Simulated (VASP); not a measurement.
# Ti (I4/mmm) in VASP: further runs, part 2 of 2

VASP 6.6.1. The steps go on from the part before.

### Step 4. Single point, PBE (volume 16.327 Å^3 an atom, c/a of the conventional cell 1.4530)

The input, INCAR:

```
SYSTEM = Ti
PREC = Accurate
ENCUT = 520
EDIFF = 1E-6
ISMEAR = 0
SIGMA = 0.15
LREAL = .False.
LASPH = .True.
NELM = 60
ALGO = Fast
ISIF = 2
LWAVE = .False.
LCHARG = .True.
GGA = PE
LELF = .True.
LVHAR = .True.
NBANDS = 12
```

The input, KPOINTS:

```
regular mesh
0
Gamma
  22 22 22
  0 0 0
```

The input, POSCAR:

```
Ti
1.0
   -1.4109997248      1.4109997248      2.0501826001
    1.4109997248     -1.4109997248      2.0501826001
    1.4109997248      1.4109997248     -2.0501826001
Ti
1
Direct
    0.0000000000      0.0000000000      0.0000000000
```

Potentials or basis: VASP PAW PBE potentials, release 64 (Ti_sv).

Run with:

```sh
$ cat potpaw_PBE.64/Ti_sv/POTCAR > POTCAR
$ mpirun -np 1 vasp_std > vasp.out
```

OUTCAR:

```text
SYSTEM = Ti
   PREC = Accurate
   ENCUT = 520
   EDIFF = 1E-6
   ISMEAR = 0
   LREAL = .False.
   LASPH = .True.
   NELM = 60
   ISIF = 2
   GGA = PE

 ion  position               nearest neighbor table
   1  0.000  0.000  0.000-

  LATTYP: Found a body centered tetragonal cell.
 ALAT       =     2.8219994496
 C/A-ratio  =     1.4530000000

  Lattice vectors:

 A1 = (  -1.4109997248,   1.4109997248,   2.0501826001)
 A2 = (   1.4109997248,  -1.4109997248,   2.0501826001)
 A3 = (   1.4109997248,   1.4109997248,  -2.0501826001)

Analysis of symmetry for initial positions (statically):
=====================================================================
 Subroutine PRICEL returns:
 Original cell was already a primitive cell.

 Routine SETGRP: Setting up the symmetry group for a
 body centered tetragonal supercell.

 Subroutine GETGRP returns: Found 16 space group operations
 (whereof 16 operations were pure point group operations)
 out of a pool of 16 trial point group operations.

The static configuration has the point symmetry D_4h.

Analysis of symmetry for dynamics (positions and initial velocities):
=====================================================================
 Subroutine PRICEL returns:
 Original cell was already a primitive cell.

 Routine SETGRP: Setting up the symmetry group for a
 body centered tetragonal supercell.

 Subroutine GETGRP returns: Found 16 space group operations
 (whereof 16 operations were pure point group operations)
 out of a pool of 16 trial point group operations.

The dynamic configuration has the point symmetry D_4h.

 Subroutine INISYM returns: Found 16 space group operations
 (whereof 16 operations are pure point group operations),
 and found     1 'primitive' translations

----------------------------------------------------------------------------------------

                                     Primitive cell

  volume of cell :      16.3270

  direct lattice vectors                    reciprocal lattice vectors
    -1.410999725  1.410999725  2.050182600     0.000000000  0.354358680  0.243880716
[... 115 lines left out ...]
 non-spin polarized calculation
 RMM-DIIS sequential band-by-band and
 Gauss-broadening in eV      SIGMA  =   0.15
  energy-cutoff  :      520.00
  volume of cell :       16.33
 maximum number of plane-waves:       452
 NGX is ok and might be reduce to    24
   NGX = 11   NGY = 11   NGZ = 11

 number of electron      12.0000001 magnetization

 Free energy of the ion-electron system (eV)
  ---------------------------------------------------
  ext. energy  EPLUGINS =         0.00000000
  ---------------------------------------------------
  free energy    TOTEN  =        -7.76437753 eV

  energy without entropy =       -7.74589353  energy(sigma->0) =       -7.75513553

 E-fermi :   8.8932     XC(G=0): -11.7925

 val. band max:        8.8931136118   @ k =   0.3182   0.0000   0.0000
 cond. band min:       8.8936001430   @ k =  -0.0455  -0.2727   0.0455
 fundamental gap:      0.0004865311
 Fermi energy:         8.8931734393

 k-point     1 :       0.0000    0.0000    0.0000
  band No.  band energies     occupation
      1     -47.7129      2.00000
      2     -23.4972      2.00000
      3     -23.4916      2.00000
      4     -23.4916      2.00000
      5       2.6549      2.00000
      6       9.6556      0.00000
      7       9.8868      0.00000
      8       9.8868      0.00000
      9      11.4400      0.00000
     10      11.7119      0.00000
     11      24.4969      0.00000
     12      28.8048      0.00000
[... 331 lines left out ...]
 k-point    24 :      -0.4545    0.0455    0.0000
  band No.  band energies     occupation
      1     -47.5600      2.00000
      2     -24.2778      2.00000
      3     -23.6153      2.00000
      4     -23.5853      2.00000
      5       6.1542      2.00000
      6       9.3476      0.00002
      7       9.6267      0.00000
      8       9.8542      0.00000
      9      12.6537      0.00000
     10      12.7528      0.00000
     11      18.1343      0.00000
     12      23.8944      0.00000

 [... further k-points ...]

------------------------ aborting loop because EDIFF is reached ----------------------------------------

  FORCE on cell =-STRESS in cart. coord.  units (eV):
  Direction    XX          YY          ZZ          XY          YZ          ZX
  --------------------------------------------------------------------------------------
  -------------------------------------------------------------------------------------
  Total        0.7625602      0.7625602      0.6647509      0.0000000      0.0000000      0.0000000
  in kB       74.8304468     74.8304468     65.2323693      0.0000000      0.0000000      0.0000000
  external PRESSURE =      71.6310876 kB  Pullay stress =       0.0000000 kB

 VOLUME and BASIS-vectors are now :
 -----------------------------------------------------------------------------
  energy-cutoff  :      520.00
  volume of cell :       16.33
      direct lattice vectors                 reciprocal lattice vectors
    -1.410999725  1.410999725  2.050182600     0.000000000  0.354358680  0.243880716
     1.410999725 -1.410999725  2.050182600     0.354358680  0.000000000  0.243880716
     1.410999725  1.410999725 -2.050182600     0.354358680  0.354358680  0.000000000

 POSITION                                       TOTAL-FORCE (eV/Angst)
 -----------------------------------------------------------------------------------
      0.00000      0.00000      0.00000         0.000000      0.000000      0.000000
 -----------------------------------------------------------------------------------
    total drift:                                0.000000      0.000000      0.000000

  FREE ENERGIE OF THE ION-ELECTRON SYSTEM (eV)
  ---------------------------------------------------
  free  energy   TOTEN  =        -7.7643775267 eV

  energy  without entropy=       -7.7458935299  energy(sigma->0) =       -7.75513553
```

OSZICAR:

```text
N       E                     dE             d eps       ncg     rms          rms(c)
DAV:   1     0.866445824734E+02    0.86645E+02   -0.65714E+03 20072   0.122E+03
DAV:   2    -0.439715528721E+01   -0.91042E+02   -0.88526E+02 20352   0.298E+02
DAV:   3    -0.858408221229E+01   -0.41869E+01   -0.41415E+01 27544   0.648E+01
[... 12 lines left out ...]
RMM:  16    -0.776437228382E+01   -0.42908E-05   -0.75439E-05 25857   0.443E-02    0.347E-02
RMM:  17    -0.776437475115E+01   -0.24673E-05   -0.32173E-05 23810   0.298E-02    0.313E-02
RMM:  18    -0.776437525389E+01   -0.50274E-06   -0.36179E-05 24723   0.396E-02    0.470E-03
RMM:  19    -0.776437668436E+01   -0.14305E-05   -0.13506E-05 21695   0.211E-02    0.130E-03
RMM:  20    -0.776437752669E+01   -0.84233E-06   -0.75603E-06 18617   0.130E-02
   1 F= -.77643775E+01 E0= -.77551355E+01  d E =-.184840E-01
```

Wall time 95 s (1 thread of Intel Xeon 6975P-C (Granite Rapids), shared host); peak memory 0.27 GiB.

Results:

```
Free energy            : -7.7644 eV
Pressure               : 7.2 GPa
Band gap on the k mesh : zero (band 6 reaches 9.74 eV, above the bottom of band 7 at 8.36 eV)
```

Stress tensor (GPa, compression positive):
```
7.48 0.00 0.00
0.00 7.48 0.00
0.00 0.00 6.52
```

### Step 5. Single point, PBE (volume 19.087 Å^3 an atom, c/a of the conventional cell 1.4530)

The input, INCAR:

```
SYSTEM = Ti
  PREC = Accurate
  ENCUT = 520
  EDIFF = 1E-6
  ISMEAR = 0
  SIGMA = 0.15
  LREAL = .FALSE.
  LASPH = .TRUE.
  NELM = 60
  ALGO = Fast
  ISIF = 2
  LWAVE = .FALSE.
  LCHARG = .FALSE.
  GGA = PE
  NBANDS = 12
```

The input, KPOINTS:

```
regular mesh
0
G
  22 22 22
  0 0 0
```

The input, POSCAR:

```
Ti
1.0
   -1.4864056791      1.4864056791      2.1597474517
    1.4864056791     -1.4864056791      2.1597474517
    1.4864056791      1.4864056791     -2.1597474517
Ti
1
Direct
    0.0000000000      0.0000000000      0.0000000000
```

Potentials or basis: VASP PAW PBE potentials, release 64 (Ti_sv).

Run with:

```sh
$ cat potpaw_PBE.64/Ti_sv/POTCAR > POTCAR
$ mpirun -np 1 vasp_std > vasp.out
```

OUTCAR:

```text
SYSTEM = Ti
   PREC = Accurate
   ENCUT = 520
   EDIFF = 1E-6
   ISMEAR = 0
   LREAL = .FALSE.
   LASPH = .TRUE.
   NELM = 60
   ISIF = 2
   GGA = PE

 ion  position               nearest neighbor table
   1  0.000  0.000  0.000-

  LATTYP: Found a body centered tetragonal cell.
 ALAT       =     2.9728113582
 C/A-ratio  =     1.4530000000

  Lattice vectors:

 A1 = (  -1.4864056791,   1.4864056791,   2.1597474517)
 A2 = (   1.4864056791,  -1.4864056791,   2.1597474517)
 A3 = (   1.4864056791,   1.4864056791,  -2.1597474517)
[... 540 lines left out ...]

 [... further k-points ...]

------------------------ aborting loop because EDIFF is reached ----------------------------------------

  FORCE on cell =-STRESS in cart. coord.  units (eV):
  Direction    XX          YY          ZZ          XY          YZ          ZX
  --------------------------------------------------------------------------------------
  -------------------------------------------------------------------------------------
  Total       -0.9954616     -0.9954616     -1.1037298      0.0000000     -0.0000000      0.0000000
  in kB      -83.5598051    -83.5598051    -92.6479176      0.0000000     -0.0000000      0.0000000
  external PRESSURE =     -86.5891760 kB  Pullay stress =       0.0000000 kB

 VOLUME and BASIS-vectors are now :
 -----------------------------------------------------------------------------
  energy-cutoff  :      520.00
  volume of cell :       19.09
      direct lattice vectors                 reciprocal lattice vectors
    -1.486405679  1.486405679  2.159747452     0.000000000  0.336381923  0.231508550
     1.486405679 -1.486405679  2.159747452     0.336381923  0.000000000  0.231508550
     1.486405679  1.486405679 -2.159747452     0.336381923  0.336381923  0.000000000

 POSITION                                       TOTAL-FORCE (eV/Angst)
 -----------------------------------------------------------------------------------
      0.00000      0.00000      0.00000        -0.000000      0.000000     -0.000000
 -----------------------------------------------------------------------------------
    total drift:                                0.000000      0.000000      0.000000

  FREE ENERGIE OF THE ION-ELECTRON SYSTEM (eV)
  ---------------------------------------------------
  free  energy   TOTEN  =        -7.7370489757 eV

  energy  without entropy=       -7.7150350344  energy(sigma->0) =       -7.72604201
```

stdout:

```text
POSCAR found type information on POSCAR Ti
 POSCAR found :  1 types and       1 ions
 scaLAPACK will be used
 LDA part: xc-table for (Slater+PW92), standard interpolation
 POSCAR, INCAR and KPOINTS ok, starting setup
 FFT: planning ... GRIDC
 FFT: planning ... GRID_SOFT
 FFT: planning ... GRID
 WAVECAR not read
 entering main loop
WARNING in EDDRMM: call to ZHEGV failed, returncode =   8  4     11
WARNING in EDDRMM: call to ZHEGV failed, returncode =   6  3      7
WARNING in EDDRMM: call to ZHEGV failed, returncode =   6  3      7
WARNING in EDDRMM: call to ZHEGV failed, returncode =   8  4     10
WARNING in EDDRMM: call to ZHEGV failed, returncode =   6  3      5
WARNING in EDDRMM: call to ZHEGV failed, returncode =   6  3      9
WARNING in EDDRMM: call to ZHEGV failed, returncode =   6  3      7
WARNING in EDDRMM: call to ZHEGV failed, returncode =   6  3      5
WARNING in EDDRMM: call to ZHEGV failed, returncode =   6  3      9
WARNING in EDDRMM: call to ZHEGV failed, returncode =   6  3      6
WARNING in EDDRMM: call to ZHEGV failed, returncode =   6  3      7
WARNING in EDDRMM: call to ZHEGV failed, returncode =   8  4     10
WARNING in EDDRMM: call to ZHEGV failed, returncode =   6  3      5
WARNING in EDDRMM: call to ZHEGV failed, returncode =   8  4     12
WARNING in EDDRMM: call to ZHEGV failed, returncode =   6  3      5
WARNING in EDDRMM: call to ZHEGV failed, returncode =   6  3      8
```

It took 2.8 min on 1 thread of Intel Xeon Platinum 8124M at 3.00GHz (Skylake/Cascade Lake), shared host; peak memory 0.29 GiB.

What came out:

* Free energy: -7.7370 eV
* Pressure: -8.7 GPa
* Band gap on the k mesh: zero (band 6 reaches 8.01 eV, above the bottom of band 7 at 6.81 eV)

Levels at points of the mesh, in eV from the Fermi level:
| k point | band 3 | band 4 | band 5 | band 6 | band 7 | band 8 | band 9 | band 10 |
| --- | --- | --- | --- | --- | --- | --- | --- | --- |
| (0.00, 0.00, 0.00) | -32.83 | -32.83 | -5.85 | 0.69 | 0.88 | 0.88 | 2.13 | 2.35 |
| (0.50, 0.00, 0.00) | -32.90 | -32.88 | -2.38 | 0.45 | 0.62 | 0.83 | 3.13 | 3.21 |
| (0.50, 0.50, 0.00) | -33.02 | -33.00 | -2.25 | -1.48 | 2.62 | 3.16 | 3.34 | 3.48 |
| (0.50, 0.50, 0.50) | -32.99 | -32.99 | -2.28 | -1.44 | 2.16 | 3.18 | 3.40 | 3.40 |

### Step 6. Summary

| cell | gap on the mesh (eV) | pressure (GPa) |
| --- | --- | --- |
| a = 2.806 Å, angles 120.9, 120.9, 88.4°, 1 atom | none | 15.5 |
| a = 2.749 Å, angles 120.9, 120.9, 88.4°, 1 atom | none | 26.0 |
| a = 2.861 Å, angles 120.9, 120.9, 88.4°, 1 atom | none | 7.2 |
| a = 3.014 Å, angles 120.9, 120.9, 88.4°, 1 atom | none | -8.7 |

Alike in all rows: task single point; level PBE; potentials or basis VASP PAW PBE potentials, release 64 (Ti_sv); no spin polarisation; k mesh 22 × 22 × 22; cutoff (eV) 520; smearing gaussian 0.15 eV.

Total energies depend on the potentials used, so only differences within one code and one set of settings carry meaning.
